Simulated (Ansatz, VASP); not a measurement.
## Two plane-wave programs on Ga

INCAR

```
SYSTEM = Ga
PREC     = Accurate       ! precision mode
ENCUT    = 520            ! plane-wave cutoff, eV
EDIFF    = 1E-7           ! SCF threshold, eV
ISMEAR   = -1             ! smearing method
SIGMA    = 0.1            ! smearing width, eV
LREAL    = .False.        ! projectors in reciprocal space
LASPH    = .True.         ! aspherical terms in the spheres
NELM     = 80             ! most SCF steps
ALGO     = Normal         ! electronic algorithm
ISIF     = 2              ! what is computed and relaxed
LWAVE    = .False.        ! write WAVECAR
LCHARG   = .False.        ! write CHGCAR
GGA      = PS             ! functional
NBANDS   = 12             ! bands
```

KPOINTS

```
regular mesh
0
Gamma
  17 17 17
  0 0 0
```

The input POSCAR:

```
Ga
1.0
   -1.4040000000      1.4040000000      2.2290000000
    1.4040000000     -1.4040000000      2.2290000000
    1.4040000000      1.4040000000     -2.2290000000
Ga
1
Direct
    0.0000000000      0.0000000000      0.0000000000
```

Input for Ansatz:

```yaml
crystal:
  lattice:
    - [-1.404, 1.404, 2.229]
    - [1.404, -1.404, 2.229]
    - [1.404, 1.404, -2.229]
  atoms:
    - { symbol: Ga, position: [0.0, 0.0, 0.0] }
basis:
  ecutwfc: 476.19925930478996
kpoints:
  mp_grid:
    grid: [17, 17, 17]
hamiltonian:
  xc: pbesol
  pseudopotentials:
    kind: paw
scf:
  convergence:
    dr2_threshold: 1.0e-09
  occupations:
    method: fermi_dirac
    width: 0.1
output:
  stress: true
```

Alike in both runs: task single point; functional PBEsol; k mesh 17 × 17 × 17; occupations fermi-dirac, width 0.1 eV; no spin polarisation.

|  | VASP | Ansatz |
| --- | --- | --- |
| version | VASP 6.6.1 | Ansatz 0.2.0 |
| potentials or method | VASP PAW PBE potentials, release 64 (Ga_d), cutoff 520 eV | plane waves, PAW |
| valence electrons in the cell | 13 | 13 |

VASP gave:

| Property | Result |
| --- | --- |
| pressure (GPa) | 0.6 |
| traceless stress, the component that is largest in VASP (GPa) | 0.14 |

What did Ansatz give for the same quantities?

Pressure (GPa): 0.5; traceless stress, the component that is largest in VASP (GPa): 0.15.

VASP's potentials were made for PBE, not for PBEsol. Ansatz's warnings: stress scf threshold loose.
